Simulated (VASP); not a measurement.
# KCl (P6_3/mmc) in VASP: a series of runs

KCl is run at these levels: PBE; tasks: single point.

All numbers are computed with VASP 6.6.1; they aren't measurements. Logs are shortened: lines on timing, memory, paths and dates and some standing lists are left out, and cuts for length are marked.

### 1 The cell of the first run

The structure is hexagonal, space group P6_3/mmc (No. 194). Conventional cell: a = 5.264 Å, b = 5.264 Å, c = 6.146 Å, α = 90.00°, β = 90.00°, γ = 120.00°. K (site symmetry -6m2) has 5 Cl at 3.04 to 3.07 Å within 4.0 Å. Cl (site symmetry -6m2) has 5 K at 3.04 to 3.07 Å within 4.0 Å.

### 2 Single point, PBE (strain -1.5%)

File INCAR:

```
SYSTEM = KCl
PREC     = Accurate       ! precision mode
ENCUT    = 520            ! plane-wave cutoff, eV
EDIFF    = 1E-6           ! SCF threshold, eV
ISMEAR   = -1             ! smearing method
SIGMA    = 0.02           ! smearing width, eV
LREAL    = .FALSE.        ! projectors in reciprocal space
LASPH    = .TRUE.         ! aspherical terms in the spheres
NELM     = 100            ! most SCF steps
ALGO     = Normal         ! electronic algorithm
ISIF     = 2              ! what is computed and relaxed
LWAVE    = .FALSE.        ! write WAVECAR
LCHARG   = .TRUE.         ! write CHGCAR
GGA      = PE             ! functional
LELF     = .TRUE.         ! ELF
LVHAR    = .TRUE.       
NBANDS   = 24             ! bands
```

File KPOINTS:

```
Automatic mesh
0
G
  6 6 4
  0 0 0
```

File POSCAR:

```
KCl
1.0
    5.2636465035      0.0000000000      0.0000000000
   -2.6318232518      4.5584515885      0.0000000000
    0.0000000000      0.0000000000      6.1455798325
K Cl
2 2
Direct
    0.3333333333      0.6666666667     -0.0625000000
    0.6666666667      0.3333333333      0.4375000000
    0.3333333333      0.6666666667      0.4375000000
    0.6666666667      0.3333333333      0.9375000000
```

Potentials or basis: VASP PAW PBE potentials, release 64 (K_sv, Cl).

The run is started by

```console
> cat potpaw_PBE.64/K_sv/POTCAR potpaw_PBE.64/Cl/POTCAR > POTCAR
> mpirun -np 1 vasp_std > vasp.out
```

OUTCAR:

```text
SYSTEM = KCl
   PREC = Accurate
   ENCUT = 520
   EDIFF = 1E-6
   ISMEAR = -1
   LREAL = .FALSE.
   LASPH = .TRUE.
   NELM = 100
   ISIF = 2
   GGA = PE

 ion  position               nearest neighbor table
   1  0.333  0.667  0.938-   4 3.04   4 3.04   4 3.04   3 3.07   3 3.07
   2  0.667  0.333  0.438-   3 3.04   3 3.04   3 3.04   4 3.07   4 3.07
   3  0.333  0.667  0.438-   2 3.04   2 3.04   2 3.04   1 3.07   1 3.07
   4  0.667  0.333  0.938-   1 3.04   1 3.04   1 3.04   2 3.07   2 3.07

  LATTYP: Found a hexagonal cell.
 ALAT       =     5.2636465035
 C/A-ratio  =     1.1675517777

  Lattice vectors:

 A1 = (   5.2636465035,   0.0000000000,   0.0000000000)
 A2 = (  -2.6318232518,   4.5584515885,   0.0000000000)
 A3 = (   0.0000000000,   0.0000000000,   6.1455798325)

Analysis of symmetry for initial positions (statically):
=====================================================================
 Subroutine PRICEL returns:
 Original cell was already a primitive cell.

 Routine SETGRP: Setting up the symmetry group for a
 hexagonal supercell.

 Subroutine GETGRP returns: Found 24 space group operations
 (whereof  6 operations were pure point group operations)
 out of a pool of 24 trial point group operations.

The static configuration has the point symmetry C_3v.
 The point group associated with its full space group is D_6h.

Analysis of symmetry for dynamics (positions and initial velocities):
=====================================================================
 Subroutine PRICEL returns:
 Original cell was already a primitive cell.

 Routine SETGRP: Setting up the symmetry group for a
 hexagonal supercell.

 Subroutine GETGRP returns: Found 24 space group operations
 (whereof  6 operations were pure point group operations)
 out of a pool of 24 trial point group operations.

The dynamic configuration has the point symmetry C_3v.
 The point group associated with its full space group is D_6h.

 Subroutine INISYM returns: Found 24 space group operations
 (whereof  6 operations are pure point group operations),
 and found     1 'primitive' translations

----------------------------------------------------------------------------------------

                                     Primitive cell

  volume of cell :     147.4575

  direct lattice vectors                    reciprocal lattice vectors
     5.263646504  0.000000000  0.000000000     0.189982363  0.109686368  0.000000000
    -2.631823252  4.558451588  0.000000000     0.000000000  0.219372737  0.000000000
     0.000000000  0.000000000  6.145579833     0.000000000  0.000000000  0.162718576

  length of vectors
     5.263646504  5.263646503  6.145579833     0.219372737  0.219372737  0.162718576

  position of ions in fractional coordinates (direct lattice)
     0.333333333  0.666666667  0.937500000
     0.666666667  0.333333333  0.437500000
     0.333333333  0.666666667  0.437500000
     0.666666667  0.333333333  0.937500000

  ion indices of the primitive-cell ions
   primitive index   ion index
                 1           1
                 2           2
                 3           3
                 4           4

----------------------------------------------------------------------------------------

 KPOINTS: Automatic mesh

Automatic generation of k-mesh.
 Grid dimensions read from file:
 generate k-points for:    6    6    4

 Generating k-lattice:

  Cartesian coordinates                     Fractional coordinates (reciprocal lattice)
     0.031663727  0.018281061  0.000000000     0.166666667  0.000000000  0.000000000
     0.000000000  0.036562123  0.000000000     0.000000000  0.166666667  0.000000000
     0.000000000  0.000000000  0.040679644     0.000000000  0.000000000  0.250000000

  Length of vectors
     0.036562123  0.036562123  0.040679644

  Shift w.r.t. Gamma in fractional coordinates (k-lattice)
     0.000000000  0.000000000  0.000000000

 Subroutine IBZKPT returns following result:
 ===========================================

 Found     21 irreducible k-points:

 Following reciprocal coordinates:
            Coordinates               Weight
  0.000000  0.000000  0.000000      1.000000
  0.166667  0.000000  0.000000      6.000000
  0.333333  0.000000  0.000000      6.000000
  0.500000  0.000000  0.000000      3.000000
  0.166667  0.166667  0.000000      6.000000
  0.333333  0.166667  0.000000     12.000000
[... 13 lines left out ...]
  0.333333  0.166667  0.500000     12.000000
  0.333333  0.333333  0.500000      2.000000
   k-points           NKPTS =     21   k-points in BZ     NKDIM =     21   number of bands    NBANDS=     24
   number of dos      NEDOS =    301   number of ions     NIONS =      4
   total plane-waves  NPLWV =  76800
   dimension x,y,z NGX =    40 NGY =   40 NGZ =   48
   dimension x,y,z NGXF=    80 NGYF=   80 NGZF=   96
   ions per type =               2   2
   NGX,Y,Z   is equivalent  to a cutoff of  12.63, 12.63, 12.98 a.u.
   NGXF,Y,Z  is equivalent  to a cutoff of  25.27, 25.27, 25.97 a.u.
 SYSTEM =  KCl
   PREC   = accura    normal or accurate (medium, high low for compatibility)
   ISTART =      0    job   : 0-new  1-cont  2-samecut
   ICHARG =      2    charge: 1-file 2-atom 10-const
   ISPIN  =      1    spin polarized calculation?
   LNONCOLLINEAR =      F non collinear calculations
   LSORBIT =      F    spin-orbit coupling
   LASPH  =      T    aspherical Exc in radial PAW
   ENCUT  =  520.0 eV  38.22 Ry    6.18 a.u.   9.79  9.79 11.43*2*pi/ulx,y,z
   NELM   =    100;   NELMIN=  2; NELMDL= -5     # of ELM steps
   EDIFF  = 0.1E-05   stopping-criterion for ELM
   LREAL  =      F    real-space projection
   EDIFFG = 0.1E-04   stopping-criterion for IOM
   NSW    =      0    number of steps for IOM
   IBRION =     -1    ionic relax: 0-MD 1-quasi-New 2-CG
   NFREE  =      0    steps in history (QN), initial steepest desc. (CG)
   ISIF   =      2    stress and relaxation
   ISYM   =      2    0-nonsym 1-usesym 2-fastsym
   POTIM  = 0.5000    time-step for ionic-motion
   TEBEG  =    0.0;   TEEND  =   0.0 temperature during run
   PSTRESS=    0.0 pullay stress
   NELECT =      32.0000    total number of electrons
   NUPDOWN=      -1.0000    fix difference up-down
   EMIN   =  10.00;   EMAX   =-10.00  energy-range for DOS
   EFERMI =   0.00;   METHOD = LEGACY
   ISMEAR =    -1;   SIGMA  =   0.02  broadening in eV -4-tet -1-fermi 0-gaus
   EFERMI_NEDOS =   21; number of points for ismear=-14 and -15
   IALGO  =     38    algorithm
   IMIX   =      4    mixing-type and parameters
     AMIX     =   0.40;   BMIX     =  1.00
     AMIX_MAG =   1.60;   BMIX_MAG =  1.00
  volume/ion in A,a.u.               =      36.86       248.77
  Fermi-wavevector in a.u.,A,eV,Ry     =   0.983790  1.859094 13.168307  0.967843
  Thomas-Fermi vector in A             =   2.114975
   LORBIT       =      0    0 simple, 1 ext, 2 COOP (PROOUT), +10 PAW based schemes
   GGA     = PE    functional components
   LHFCALC =     F    Hartree Fock is set to
   AEXX    =    0.0000 exact exchange contribution
   IVDW    =     0    specifies the selected vdW correction
   LEPSILON=     F    determine dielectric tensor
   LRPA    =     F    only Hartree local field effects (RPA)
 non-spin polarized calculation
  energy-cutoff  :      520.00
  volume of cell :      147.46
 maximum number of plane-waves:      3990
 NGX is ok and might be reduce to    40
   NGX = 19   NGY = 19   NGZ = 23

 number of electron      32.0000003 magnetization

 Free energy of the ion-electron system (eV)
  ---------------------------------------------------
  ext. energy  EPLUGINS =         0.00000000
  ---------------------------------------------------
  free energy    TOTEN  =       -13.41120059 eV

  energy without entropy =      -13.41120059  energy(sigma->0) =      -13.41120059

 E-fermi :  -2.0655     XC(G=0):  -6.6895

 val. band max:       -2.4866379856   @ k =   0.0000   0.0000   0.0000
 cond. band min:       2.3698165370   @ k =   0.0000   0.0000   0.0000
 fundamental gap:      4.8564545226
 Fermi energy:        -2.0654853128

 k-point     1 :       0.0000    0.0000    0.0000
  band No.  band energies     occupation
      1     -29.7149      2.00000
      2     -29.6992      2.00000
      3     -14.6006      2.00000
      4     -14.5062      2.00000
      5     -13.3186      2.00000
      6     -13.2685      2.00000
[... 16 lines left out ...]
     23       6.7041      0.00000
     24       7.1902      0.00000

 k-point     2 :       0.1667    0.0000    0.0000
  band No.  band energies     occupation
      1     -29.7137      2.00000
      2     -29.6999      2.00000
      3     -14.6352      2.00000
      4     -14.5567      2.00000
      5     -13.3093      2.00000
      6     -13.2738      2.00000
[... 16 lines left out ...]
     23       6.7377      0.00000
     24       6.8882      0.00000

 k-point     3 :       0.3333    0.0000    0.0000
  band No.  band energies     occupation
      1     -29.7107      2.00000
      2     -29.7017      2.00000
      3     -14.6953      2.00000
      4     -14.6496      2.00000
      5     -13.2855      2.00000
      6     -13.2836      2.00000
[... 16 lines left out ...]
     23       6.9661      0.00000
     24       7.0031      0.00000
[... 433 lines left out ...]
 k-point    20 :       0.3333    0.1667    0.5000
  band No.  band energies     occupation
      1     -29.7057      2.00000
      2     -29.7057      2.00000
      3     -14.8171      2.00000
      4     -14.8171      2.00000
      5     -13.2549      2.00000
      6     -13.2549      2.00000
[... 16 lines left out ...]
     23       6.9098      0.00000
     24       6.9098      0.00000

 k-point    21 :       0.3333    0.3333    0.5000
  band No.  band energies     occupation
      1     -29.7056      2.00000
      2     -29.7056      2.00000
      3     -14.8314      2.00000
      4     -14.8314      2.00000
      5     -13.2609      2.00000
      6     -13.2609      2.00000
[... 16 lines left out ...]
     23       6.8849      0.00000
     24       6.8849      0.00000

------------------------ aborting loop because EDIFF is reached ----------------------------------------

  FORCE on cell =-STRESS in cart. coord.  units (eV):
  Direction    XX          YY          ZZ          XY          YZ          ZX
  --------------------------------------------------------------------------------------
  -------------------------------------------------------------------------------------
  Total        1.0174306      1.0174306      1.3478403     -0.0000000     -0.0000000      0.0000000
  in kB       11.0547375     11.0547375     14.6447543     -0.0000000     -0.0000000      0.0000000
  external PRESSURE =      12.2514098 kB  Pullay stress =       0.0000000 kB

 VOLUME and BASIS-vectors are now :
 -----------------------------------------------------------------------------
  energy-cutoff  :      520.00
  volume of cell :      147.46
      direct lattice vectors                 reciprocal lattice vectors
     5.263646504  0.000000000  0.000000000     0.189982363  0.109686368  0.000000000
    -2.631823252  4.558451588  0.000000000     0.000000000  0.219372737  0.000000000
     0.000000000  0.000000000  6.145579833     0.000000000  0.000000000  0.162718576

 POSITION                                       TOTAL-FORCE (eV/Angst)
 -----------------------------------------------------------------------------------
     -0.00000      3.03897      5.76148        -0.000000     -0.000000      0.000000
      2.63182      1.51948      2.68869         0.000000      0.000000      0.000000
     -0.00000      3.03897      2.68869        -0.000000     -0.000000     -0.000000
      2.63182      1.51948      5.76148         0.000000      0.000000     -0.000000
 -----------------------------------------------------------------------------------
    total drift:                               -0.000000      0.000000      0.000000

  FREE ENERGIE OF THE ION-ELECTRON SYSTEM (eV)
  ---------------------------------------------------
  free  energy   TOTEN  =       -13.4112005888 eV

  energy  without entropy=      -13.4112005888  energy(sigma->0) =      -13.41120059
```

It took 53 s on 1 thread of AMD EPYC 9R45 (Zen 5), shared host; peak memory 0.24 GiB.

What came out:

| Property | Result |
| --- | --- |
| Free energy | -13.4112 eV |
| Pressure | 1.2 GPa |
| Band gap on the k mesh | 4.86 eV, direct |

Caveat: the cell differs from its parent crystal (strain -1.5%).

### 3 Single point, PBE (epitaxial xy strain -0.5%)

File INCAR:

```
PREC     = Accurate       # precision mode
ENCUT    = 520            # plane-wave cutoff, eV
EDIFF    = 1E-6           # SCF threshold, eV
ISMEAR   = -1             # smearing method
SIGMA    = 0.02           # smearing width, eV
LREAL    = F              # projectors in reciprocal space
LASPH    = T              # aspherical terms in the spheres
NELM     = 60             # most SCF steps
ALGO     = Normal         # electronic algorithm
ISIF     = 2              # what is computed and relaxed
LWAVE    = F              # write WAVECAR
LCHARG   = F              # write CHGCAR
GGA      = PE             # functional
NBANDS   = 24             # bands
```

File KPOINTS:

```
Automatic mesh
0
Gamma
  6 6 4
```

File POSCAR:

```
KCl
1.0
    5.3170845390      0.0000000000      0.0000000000
   -2.6585422695      4.6047302849      0.0000000000
    0.0000000000      0.0000000000      6.2488721387
K Cl
2 2
Direct
    0.3333333333      0.6666666667     -0.0625000000
    0.6666666667      0.3333333333      0.4375000000
    0.3333333333      0.6666666667      0.4375000000
    0.6666666667      0.3333333333      0.9375000000
```

Potentials or basis: VASP PAW PBE potentials, release 64 (K_sv, Cl).

The run is started by

```console
> cat potpaw_PBE.64/K_sv/POTCAR potpaw_PBE.64/Cl/POTCAR > POTCAR
> mpirun -np 1 vasp_std > vasp.out
```

Run time: 51 s. Hardware: 1 thread of AMD EPYC 9R45 (Zen 5), shared host; peak memory 0.24 GiB.

It converged, with:

```
Free energy            : -13.4441 eV
Pressure               : 0.6 GPa
Band gap on the k mesh : 4.79 eV, direct
```

Levels at points of the mesh, in eV from the valence-band top:
```csv
k point,band 13,band 14,band 15,band 16,band 17,band 18,band 19,band 20
"(0.00, 0.00, 0.00)",-0.43,-0.28,-0.28,0.00,4.79,8.05,8.21,8.21
"(0.50, 0.00, 0.00)",-0.42,-0.38,-0.21,-0.14,6.49,7.32,7.33,7.56
"(0.00, 0.00, 0.50)",-0.37,-0.37,-0.37,-0.37,6.06,6.06,9.47,9.47
"(0.50, 0.00, 0.50)",-0.30,-0.30,-0.28,-0.28,6.90,6.90,8.65,8.65
```

Caveat: the cell differs from its parent crystal (epitaxial xy strain -0.5%). A k mesh can miss the band edges.

### 4 Single point, PBE

This run uses another cell than the first one, of 38.57 Å³/atom, 1.046 times its volume.

File INCAR:

```
PREC = Accurate ; ENCUT = 520
EDIFF = 1E-6 ; ISMEAR = -1
SIGMA = 0.02 ; LREAL = False
LASPH = True ; NELM = 60
ALGO = Normal ; ISIF = 2
LWAVE = False ; LCHARG = True
GGA = PE ; LELF = True
LVHAR = True ; NBANDS = 24
```

KPOINTS is that of step 3.

File POSCAR:

```
KCl
1.0
    5.3438035568      0.0000000000      0.0000000000
   -2.6719017784      4.6278696330      0.0000000000
    0.0000000000      0.0000000000      6.2391673426
K Cl
2 2
Direct
    0.3333333333      0.6666666667     -0.0625000000
    0.6666666667      0.3333333333      0.4375000000
    0.3333333333      0.6666666667      0.4375000000
    0.6666666667      0.3333333333      0.9375000000
```

The run is started by

```console
> cat potpaw_PBE.64/K_sv/POTCAR potpaw_PBE.64/Cl/POTCAR > POTCAR
> mpirun -np 1 vasp_std > vasp.out
```

Run time: 53 s. Hardware: 1 thread of AMD EPYC 9R45 (Zen 5), shared host; peak memory 0.24 GiB.

The run converged. Its results:

* Free energy: -13.4482 eV
* Pressure: 0.5 GPa
* Band gap on the k mesh: 4.77 eV, direct

Stress tensor (GPa, compression positive):
```
0.41 0.00 0.00
0.00 0.41 0.00
0.00 0.00 0.60
```

Levels at points of the mesh, in eV from the valence-band top:
```
           k point  band 14  band 15  band 16  band 17  band 18  band 19
(0.00, 0.00, 0.00)    -0.28    -0.28     0.00     4.77     8.04     8.20
(0.50, 0.00, 0.00)    -0.38    -0.21    -0.14     6.47     7.29     7.32
(0.00, 0.00, 0.50)    -0.37    -0.37    -0.37     6.04     6.04     9.44
(0.50, 0.00, 0.50)    -0.30    -0.28    -0.28     6.89     6.89     8.60
```

### 5 Single point, PBE (strain +1.5%)

File INCAR:

```
PREC     = Accurate       # precision mode
ENCUT    = 520            # plane-wave cutoff, eV
EDIFF    = 1E-6           # SCF threshold, eV
ISMEAR   = -1             # smearing method
SIGMA    = 0.02           # smearing width, eV
LREAL    = F              # projectors in reciprocal space
LASPH    = T              # aspherical terms in the spheres
NELM     = 60             # most SCF steps
ALGO     = Normal         # electronic algorithm
ISIF     = 2              # what is computed and relaxed
LWAVE    = F              # write WAVECAR
LCHARG   = F              # write CHGCAR
GGA      = PE             # functional
NBANDS   = 24             # bands
```

KPOINTS is that of step 4.

File POSCAR:

```
KCl
1.0
    5.4239606102      0.0000000000      0.0000000000
   -2.7119803051      4.6972876775      0.0000000000
    0.0000000000      0.0000000000      6.3327548528
K Cl
2 2
Direct
    0.3333333333      0.6666666667     -0.0625000000
    0.6666666667      0.3333333333      0.4375000000
    0.3333333333      0.6666666667      0.4375000000
    0.6666666667      0.3333333333      0.9375000000
```

The run is started by

```console
> cat potpaw_PBE.64/K_sv/POTCAR potpaw_PBE.64/Cl/POTCAR > POTCAR
> mpirun -np 1 vasp_std > vasp.out
```

Run time: 70 s. Hardware: 1 thread of AMD EPYC 9R45 (Zen 5), shared host; peak memory 0.25 GiB.

Results (log left out):

| Item | Value |
| --- | --- |
| Free energy | -13.4563 eV |
| Pressure | -0.1 GPa |
| Band gap on the k mesh | 4.68 eV, direct |

Levels at points of the mesh, in eV from the valence-band top:
```
           k point  band 14  band 15  band 16  band 17  band 18  band 19
(0.00, 0.00, 0.00)    -0.25    -0.25     0.00     4.68     7.88     8.17
(0.50, 0.00, 0.00)    -0.36    -0.19    -0.12     6.42     7.09     7.29
(0.00, 0.00, 0.50)    -0.34    -0.34    -0.34     5.93     5.93     9.31
(0.50, 0.00, 0.50)    -0.28    -0.24    -0.24     6.83     6.83     8.37
```

Caveat: the cell differs from its parent crystal (strain +1.5%).

### 6 Summary

```tsv
cell	gap on the mesh (eV)	pressure (GPa)
a = 5.264, b = 5.264, c = 6.146 Å, angles 90.0, 90.0, 120.0°, 4 atoms	4.86	1.2
a = 5.317, b = 5.317, c = 6.249 Å, angles 90.0, 90.0, 120.0°, 4 atoms	4.79	0.6
a = 5.344, b = 5.344, c = 6.239 Å, angles 90.0, 90.0, 120.0°, 4 atoms	4.77	0.5
a = 5.424, b = 5.424, c = 6.333 Å, angles 90.0, 90.0, 120.0°, 4 atoms	4.68	-0.1
```

Alike in all rows: task single point; level PBE; potentials or basis VASP PAW PBE potentials, release 64 (K_sv, Cl); no spin polarisation; k mesh 6 × 6 × 4; cutoff (eV) 520; smearing fermi-dirac 0.02 eV.

Total energies depend on the potentials used, so only differences within one code and one set of settings carry meaning.
